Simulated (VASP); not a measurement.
# Sc (I4/mmm) in VASP: further runs

The runs below take Sc through single point, with LDA, PBEsol+D3(BJ)+U.

All numbers are computed with VASP 6.6.1; they aren't measurements. Logs are shortened: lines on timing, memory, paths and dates and some standing lists are left out, and cuts for length are marked.

## (1) The cell of the first run

It takes space group I4/mmm (No. 139, tetragonal). Conventional cell: a = 3.834 Å, b = 3.834 Å, c = 3.435 Å, α = 90.00°, β = 90.00°, γ = 90.00°. Within 4.2 Å of Sc (site symmetry 4/mmm) lie 14 Sc at 3.21 to 3.83 Å.

## (2) Single point, LDA

Contents of POSCAR:

```
Sc
1.0
   -1.9172054859      1.9172054859      1.7176030000
    1.9172054859     -1.9172054859      1.7176030000
    1.9172054859      1.9172054859     -1.7176030000
Sc
1
Direct
    0.0000000000      0.0000000000      0.0000000000
```

Contents of INCAR.step1:

```
PREC = Accurate
ENCUT = 520
EDIFF = 1E-6
ISMEAR = -1
SIGMA = 0.05
LREAL = False
LASPH = True
NELM = 80
ALGO = Normal
ISIF = 2
LWAVE = False
LCHARG = True
LMAXMIX = 4
GGA = CA
NBANDS = 12
```

Contents of KPOINTS.step1:

```
Automatic mesh
0
Gamma
  6 6 6
```

Contents of INCAR.step2:

```
PREC = Accurate
ENCUT = 520
EDIFF = 1E-6
ISMEAR = -5
SIGMA = 0.05
LREAL = False
LASPH = True
NELM = 80
ALGO = Normal
ISIF = 2
LWAVE = False
LCHARG = False
LMAXMIX = 4
GGA = CA
LORBIT = 10
NBANDS = 12
NEDOS = 2001
ICHARG = 11
```

Contents of KPOINTS.step2:

```
Automatic mesh
0
Gamma
  9 9 9
```

Potentials or basis: VASP PAW LDA potentials, release 64 (Sc_sv).

Started as:

```console
cat potpaw_LDA.64/Sc_sv/POTCAR > POTCAR
cp INCAR.step1 INCAR
cp KPOINTS.step1 KPOINTS
mpirun -np 1 vasp_std > vasp.out
cp INCAR.step2 INCAR
cp KPOINTS.step2 KPOINTS
mpirun -np 1 vasp_std > vasp.out
```

OUTCAR:

```text
PREC = Accurate
   ENCUT = 520
   EDIFF = 1E-6
   ISMEAR = -5
   LREAL = False
   LASPH = True
   NELM = 80
   ISIF = 2
   GGA = CA
   LORBIT = 10
   ICHARG = 11

 ion  position               nearest neighbor table
   1  0.000  0.000  0.000-

  LATTYP: Found a body centered tetragonal cell.
 ALAT       =     3.8344109718
 C/A-ratio  =     0.8958888406

  Lattice vectors:

 A1 = (  -1.9172054859,   1.9172054859,   1.7176030000)
 A2 = (   1.9172054859,  -1.9172054859,   1.7176030000)
 A3 = (   1.9172054859,   1.9172054859,  -1.7176030000)

Analysis of symmetry for initial positions (statically):
=====================================================================
 Subroutine PRICEL returns:
 Original cell was already a primitive cell.

 Routine SETGRP: Setting up the symmetry group for a
 body centered tetragonal supercell.

 Subroutine GETGRP returns: Found 16 space group operations
 (whereof 16 operations were pure point group operations)
 out of a pool of 16 trial point group operations.

The static configuration has the point symmetry D_4h.

Analysis of symmetry for dynamics (positions and initial velocities):
=====================================================================
 Subroutine PRICEL returns:
 Original cell was already a primitive cell.

 Routine SETGRP: Setting up the symmetry group for a
 body centered tetragonal supercell.

 Subroutine GETGRP returns: Found 16 space group operations
 (whereof 16 operations were pure point group operations)
 out of a pool of 16 trial point group operations.

The dynamic configuration has the point symmetry D_4h.

 Subroutine INISYM returns: Found 16 space group operations
 (whereof 16 operations are pure point group operations),
 and found     1 'primitive' translations

----------------------------------------------------------------------------------------

                                     Primitive cell

  volume of cell :      25.2534

  direct lattice vectors                    reciprocal lattice vectors
    -1.917205486  1.917205486  1.717603000     0.000000000  0.260796249  0.291103357
     1.917205486 -1.917205486  1.717603000     0.260796249  0.000000000  0.291103357
     1.917205486  1.917205486 -1.717603000     0.260796249  0.260796249  0.000000000

  length of vectors
     3.209597142  3.209597142  3.209597142     0.390839927  0.390839927  0.368821593

  position of ions in fractional coordinates (direct lattice)
     0.000000000  0.000000000  0.000000000

  ion indices of the primitive-cell ions
   primitive index   ion index
                 1           1

----------------------------------------------------------------------------------------

 KPOINTS: Automatic mesh

Automatic generation of k-mesh.
 Grid dimensions read from file:
 generate k-points for:    9    9    9

 Generating k-lattice:

  Cartesian coordinates                     Fractional coordinates (reciprocal lattice)
     0.000000000  0.028977361  0.032344817     0.111111111 -0.000000000  0.000000000
     0.028977361  0.000000000  0.032344817    -0.000000000  0.111111111  0.000000000
     0.028977361  0.028977361  0.000000000     0.000000000  0.000000000  0.111111111

  Length of vectors
     0.043426659  0.043426659  0.040980177

  Shift w.r.t. Gamma in fractional coordinates (k-lattice)
     0.000000000  0.000000000  0.000000000

 TETIRR: Found   1695 inequivalent tetrahedra from     4374

 Subroutine IBZKPT returns following result:
 ===========================================

 Found     75 irreducible k-points:

 Following reciprocal coordinates:
            Coordinates               Weight
  0.000000  0.000000  0.000000      1.000000
  0.111111  0.000000 -0.000000      8.000000
  0.222222 -0.000000  0.000000      8.000000
  0.333333 -0.000000  0.000000      8.000000
  0.444444 -0.000000  0.000000      8.000000
  0.111111  0.111111 -0.000000      8.000000
[... 16 lines left out ...]
 -0.333333  0.333333  0.000000      4.000000
  0.444444  0.444444 -0.000000      8.000000
 [... further k-points ...]
   k-points           NKPTS =     75   k-points in BZ     NKDIM =     75   number of bands    NBANDS=     12
   number of dos      NEDOS =   2001   number of ions     NIONS =      1
   total plane-waves  NPLWV =  13824
   dimension x,y,z NGX =    24 NGY =   24 NGZ =   24
   dimension x,y,z NGXF=    48 NGYF=   48 NGZF=   48
   ions per type =               1
   NGX,Y,Z   is equivalent  to a cutoff of  12.43, 12.43, 12.43 a.u.
   NGXF,Y,Z  is equivalent  to a cutoff of  24.86, 24.86, 24.86 a.u.
 SYSTEM =  unknown system
   PREC   = accura    normal or accurate (medium, high low for compatibility)
   ISTART =      0    job   : 0-new  1-cont  2-samecut
   ICHARG =     11    charge: 1-file 2-atom 10-const
   ISPIN  =      1    spin polarized calculation?
   LNONCOLLINEAR =      F non collinear calculations
   LSORBIT =      F    spin-orbit coupling
   LASPH  =      T    aspherical Exc in radial PAW
   ENCUT  =  520.0 eV  38.22 Ry    6.18 a.u.   5.97  5.97  5.97*2*pi/ulx,y,z
   NELM   =     80;   NELMIN=  2; NELMDL=  0     # of ELM steps
   EDIFF  = 0.1E-05   stopping-criterion for ELM
   LREAL  =      F    real-space projection
   EDIFFG = 0.1E-04   stopping-criterion for IOM
   NSW    =      0    number of steps for IOM
   IBRION =     -1    ionic relax: 0-MD 1-quasi-New 2-CG
   NFREE  =      0    steps in history (QN), initial steepest desc. (CG)
   ISIF   =      2    stress and relaxation
   ISYM   =      2    0-nonsym 1-usesym 2-fastsym
   POTIM  = 0.5000    time-step for ionic-motion
   TEBEG  =    0.0;   TEEND  =   0.0 temperature during run
   PSTRESS=    0.0 pullay stress
   NELECT =      11.0000    total number of electrons
   NUPDOWN=      -1.0000    fix difference up-down
   EMIN   =  10.00;   EMAX   =-10.00  energy-range for DOS
   EFERMI =   0.00;   METHOD = LEGACY
   ISMEAR =    -5;   SIGMA  =   0.05  broadening in eV -4-tet -1-fermi 0-gaus
   EFERMI_NEDOS =   21; number of points for ismear=-14 and -15
   IALGO  =     38    algorithm
   IMIX   =      4    mixing-type and parameters
     AMIX     =   0.40;   BMIX     =  1.00
     AMIX_MAG =   1.60;   BMIX_MAG =  1.00
  volume/ion in A,a.u.               =      25.25       170.42
  Fermi-wavevector in a.u.,A,eV,Ry     =   1.240983  2.345117 20.953486  1.540038
  Thomas-Fermi vector in A             =   2.375400
   LORBIT       =     10    0 simple, 1 ext, 2 COOP (PROOUT), +10 PAW based schemes
   GGA     = CA    functional components
   LHFCALC =     F    Hartree Fock is set to
   AEXX    =    0.0000 exact exchange contribution
   IVDW    =     0    specifies the selected vdW correction
   LEPSILON=     F    determine dielectric tensor
   LRPA    =     F    only Hartree local field effects (RPA)
 non-spin polarized calculation
 Fermi weights with tetrahedron method with Bloechl corrections
  energy-cutoff  :      520.00
  volume of cell :       25.25
 maximum number of plane-waves:       698

 number of electron      11.0000004 magnetization

 Free energy of the ion-electron system (eV)
  ---------------------------------------------------
  ext. energy  EPLUGINS =         0.00000000
  ---------------------------------------------------
  free energy    TOTEN  =        -6.55915103 eV

  energy without entropy =       -6.55915103  energy(sigma->0) =       -6.55915103

 E-fermi :   3.4382     XC(G=0): -10.0456

 val. band max:        3.4345434992   @ k =  -0.2222  -0.4444   0.1111
 cond. band min:       3.4120006661   @ k =   0.3333   0.3333   0.0000
 fundamental gap:     -0.0225428332
 Fermi energy:         3.4381842001

 k-point     1 :       0.0000    0.0000    0.0000
  band No.  band energies     occupation
      1     -45.5798      2.00000
      2     -24.3431      2.00000
      3     -24.3431      2.00000
      4     -24.3251      2.00000
      5      -1.7091      2.00000
      6       4.3796      0.00000
      7       5.0660      0.00000
      8       5.0660      0.00000
      9       5.7435      0.00000
     10       6.5250      0.00000
     11      16.9079      0.00000
     12      16.9079      0.00000

 k-point     2 :       0.1111    0.0000   -0.0000
  band No.  band energies     occupation
      1     -45.5723      2.00000
      2     -24.3805      2.00000
      3     -24.3581      2.00000
      4     -24.3364      2.00000
      5      -1.3728      2.00000
      6       4.3919      0.00000
      7       4.9471      0.00000
      8       5.1095      0.00000
      9       5.7944      0.00000
     10       6.3884      0.00000
     11      16.8214      0.00000
     12      17.2132      0.00000

 k-point     3 :       0.2222   -0.0000    0.0000
  band No.  band energies     occupation
      1     -45.5532      2.00000
      2     -24.4940      2.00000
      3     -24.3960      2.00000
      4     -24.3446      2.00000
      5      -0.4415      2.00000
      6       4.1133      0.00000
      7       4.4829      0.00000
      8       5.6327      0.00000
      9       6.0569      0.00000
     10       6.2264      0.00000
     11      15.2456      0.00000
     12      16.1210      0.00000
[... 286 lines left out ...]
 k-point    23 :      -0.3333    0.3333    0.0000
  band No.  band energies     occupation
      1     -45.5378      2.00000
      2     -24.6288      2.00000
      3     -24.3988      2.00000
      4     -24.3317      2.00000
      5       0.5540      2.00000
      6       3.7281     -0.09020
      7       4.4184      0.00000
      8       5.5757      0.00000
      9       6.3097      0.00000
     10       6.6606      0.00000
     11      11.6418      0.00000
     12      15.6079      0.00000

 k-point    24 :       0.4444    0.4444   -0.0000
  band No.  band energies     occupation
      1     -45.5212      2.00000
      2     -24.7052      2.00000
      3     -24.4441      2.00000
      4     -24.3447      2.00000
      5       1.8279      2.00000
      6       3.4308      1.34084
      7       4.1381      0.00000
      8       5.6743      0.00000
      9       6.3401      0.00000
     10       7.6381      0.00000
     11       9.7204      0.00000
     12      14.4620      0.00000

 [... further k-points ...]
[... 5 lines left out ...]
  --------------------------------------------------------------------------------------
  -------------------------------------------------------------------------------------
  Total       -0.9345112     -0.9345112     -1.0109591      0.0000000      0.0000000      0.0000000
  in kB      -59.2891191    -59.2891191    -64.1392800      0.0000000      0.0000000      0.0000000
  external PRESSURE =     -60.9058394 kB  Pullay stress =       0.0000000 kB

 VOLUME and BASIS-vectors are now :
 -----------------------------------------------------------------------------
  energy-cutoff  :      520.00
  volume of cell :       25.25
      direct lattice vectors                 reciprocal lattice vectors
    -1.917205486  1.917205486  1.717603000     0.000000000  0.260796249  0.291103357
     1.917205486 -1.917205486  1.717603000     0.260796249  0.000000000  0.291103357
     1.917205486  1.917205486 -1.717603000     0.260796249  0.260796249  0.000000000

 POSITION                                       TOTAL-FORCE (eV/Angst)
 -----------------------------------------------------------------------------------
      0.00000      0.00000      0.00000        -0.000000      0.000000     -0.000000
 -----------------------------------------------------------------------------------
    total drift:                                0.000000      0.000000      0.000000

  FREE ENERGIE OF THE ION-ELECTRON SYSTEM (eV)
  ---------------------------------------------------
  free  energy   TOTEN  =        -6.5591510256 eV

  energy  without entropy=       -6.5591510256  energy(sigma->0) =       -6.55915103

 total charge

# of ion       s       p       d       tot
------------------------------------------
    1        2.274   6.098   1.006   9.378
```

Wall time 10 s (1 thread of Intel Xeon Platinum 8488C (Sapphire Rapids), shared host); peak memory 0.14 GiB.

What came out:

```
Valence electrons inside the program's atomic spheres : Sc 9.38
```

Caveat: the k points lie up to 0.41 Å⁻¹ apart; tetrahedron occupations give inexact forces and stress in metals.

## (3) Single point, PBEsol+D3(BJ)+U, non-collinear spin, zero start, spin-orbit coupling

Contents of INCAR:

```
SYSTEM = Sc
PREC = Accurate
ENCUT = 520
EDIFF = 1E-7
ISMEAR = -5
SIGMA = 0.05
LREAL = .False.
LASPH = .True.
NELM = 150
ALGO = Normal
ISIF = 2
LWAVE = .False.
LCHARG = .False.
MAGMOM = 0 0 0
LORBIT = 11
LSORBIT = .True.
GGA_COMPAT = .False.
LORBMOM = .True.
LMAXMIX = 4
LDAU = .True.
LDAUTYPE = 2
LDAUL = 2
LDAUU = 5
LDAUJ = 0
LDAUPRINT = 1
GGA = PS
IVDW = 12
NBANDS = 22
```

Contents of KPOINTS:

```
Automatic mesh
0
Gamma
  10 10 10
  0 0 0
```

POSCAR is that of step 2.

Potentials or basis: VASP PAW PBE potentials, release 64 (Sc_sv).

Started as:

```console
cat potpaw_PBE.64/Sc_sv/POTCAR > POTCAR
mpirun -np 1 vasp_ncl > vasp.out
```

Run time: 2.6 min. Hardware: 1 thread of Intel Xeon 8259CL, shared host; peak memory 0.26 GiB.

It converged, with:

| Property | Result |
| --- | --- |
| Free energy | -4.9995 eV |
| Pressure | 2.8 GPa |
| Net moment | 0.00 μB per cell |
| Valence electrons inside the program's atomic spheres | Sc 9.14 |
| Dispersion energy per atom | -0.388 eV |

Stress tensor (GPa, compression positive):
```
0.87 0.00 0.00
0.00 0.87 0.00
0.00 0.00 6.52
```

Moments on the atoms (μB; x, y, z):
```
Sc  0.00 0.00 0.00
```

Caveat: the PAW data sets were made with another functional, which shifts forces and pressure a little; the U is typed as a test and isn't derived for this compound. The state reached can hang on the start; a lower one may exist.
